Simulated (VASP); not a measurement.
Set up this calculation in VASP 6.6.1, as the native input.

```
Task                   : single point
Functional             : PBEsol
Potentials or basis    : VASP PAW PBE potentials, release 64 (Ru_pv)
Cutoff                 : 500 eV
k mesh                 : 8 × 8 × 8
Occupations            : gaussian, width 0.1 eV
Spin                   : no spin polarisation
Dipole correction      : no
Further INCAR settings : ALGO = Normal; EDIFF = 1e-06; NBANDS = 13
```

The structure of Ru lies in POSCAR:

```
Ru
1.0
    0.0000000000      1.8956891339      1.8956891339
    1.8956891339      0.0000000000      1.8956891339
    1.8956891339      1.8956891339      0.0000000000
Ru
1
Direct
    0.0000000000      0.0000000000      0.0000000000
```

One way to write it, as run:

INCAR

```
  ALGO = Normal
  EDIFF = 1E-6
  ENCUT = 500
  GGA = PS
  GGA_COMPAT = F
  ISIF = 2
  ISMEAR = 0
  LASPH = T
  LCHARG = F
  LREAL = F
  LWAVE = F
  NBANDS = 13
  NELM = 120
  PREC = Accurate
  SIGMA = 0.1
```

KPOINTS

```
k-points
0
Gamma
  8 8 8
```

Potentials or basis: VASP PAW PBE potentials, release 64 (Ru_pv).

Command:

```bash
$ cat potpaw_PBE.64/Ru_pv/POTCAR > POTCAR
$ mpirun -np 1 vasp_std > vasp.out
```

It gave:

| Quantity | Value |
| --- | --- |
| Pressure | -6.9 GPa |
| Band gap on the k mesh | zero (band 7 reaches 14.83 eV, above the bottom of band 8 at 11.69 eV) |

Caveat: the PAW data sets were made with another functional, which shifts forces and pressure a little.

Wall time 2.3 s on 1 thread of Intel(R) Xeon(R) 6975P-C (Granite Rapids), with other jobs on the host, peak memory 0.12 GiB.
